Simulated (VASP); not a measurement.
HC18F, 20 atoms in the cell. The cell holds a slab with vacuum, 20 atoms: a = 7.398 Å, b = 7.398 Å, c = 13.000 Å, α = 90.00°, β = 90.00°, γ = 120.00°. 

* Program: VASP 6.6.1
* Task: single point
* Functional: PBE
* Dispersion: D3(BJ)
* Potentials or basis: VASP PAW PBE potentials, release 64 (C_h, F_h, H_h)
* Cutoff: 910 eV
* k mesh: 2 × 2 × 1
* Occupations: gaussian, width 0.02 eV
* Spin: no spin polarisation
* Dipole correction: no
* Further INCAR settings: LREAL = Auto; ALGO = Normal; EDIFF = 1e-06; NBANDS = 56; NELMDL = -8

Potentials or basis: VASP PAW PBE potentials, release 64 (C_h, F_h, H_h).

The run is started by

```sh
$ cat potpaw_PBE.64/C_h/POTCAR potpaw_PBE.64/F_h/POTCAR potpaw_PBE.64/H_h/POTCAR > POTCAR
$ mpirun -np 1 vasp_std > vasp.out
```

Hardware: 1 thread of Intel(R) Xeon(R) 6975P-C (Granite Rapids), on a shared host.

Estimate the wall time of this run.

Run time: 14 min on 1 thread of Intel(R) Xeon(R) 6975P-C (Granite Rapids), on a shared host, peak memory 1.5 GiB. Counts: scf iterations 27, k points 4.
